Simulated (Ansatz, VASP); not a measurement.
## Ta3N in VASP and in Ansatz

```xyz
4
Lattice="3.0322 0.0000 0.0000 -1.5161 2.6260 0.0000 0.0000 0.0000 7.5241" Properties=species:S:1:pos:R:3 pbc="T T T"
Ta    1.5161    0.8753    6.2155
Ta    0.0000    1.7507    1.3087
Ta    0.0000    0.0000    3.7621
N     0.0000    0.0000    0.0000
```

Alike in both runs: task single point; functional PBEsol; k mesh 6 × 6 × 2; occupations fermi-dirac, width 0.03 eV; no spin polarisation.

```csv
,VASP,Ansatz
version,VASP 6.6.1,Ansatz 0.2.0
potentials or method,"VASP PAW PBE potentials, release 64 (Ta_pv, N), cutoff 520 eV","all-electron LAPW, scalar-relativistic"
```

```tsv
	VASP	Ansatz	Ansatz less VASP
gap on the k mesh at the Fermi level (eV)	none	none	-
pressure (GPa)	-7.1	-7.3	-0.27
traceless stress, the component that is largest in VASP (GPa)	3.53	3.50	-0.032
rms of the force components (eV/Å)	0.114	0.137	+0.0226
```

VASP's potentials were made for PBE, not for PBEsol. Atom by atom the forces differ by 0.023 eV/Å (rms over components). A gap of «none» marks a metal or a gap that the smearing closes. Ansatz ran all-electron here, and VASP with PAW potentials.

The k mesh is coarse, so the values compare programs but aren't converged. Neither program's run includes spin-orbit coupling. Noted on Ansatz's run: the k mesh is thin for a metal, which can move the energy by tens of meV per atom.
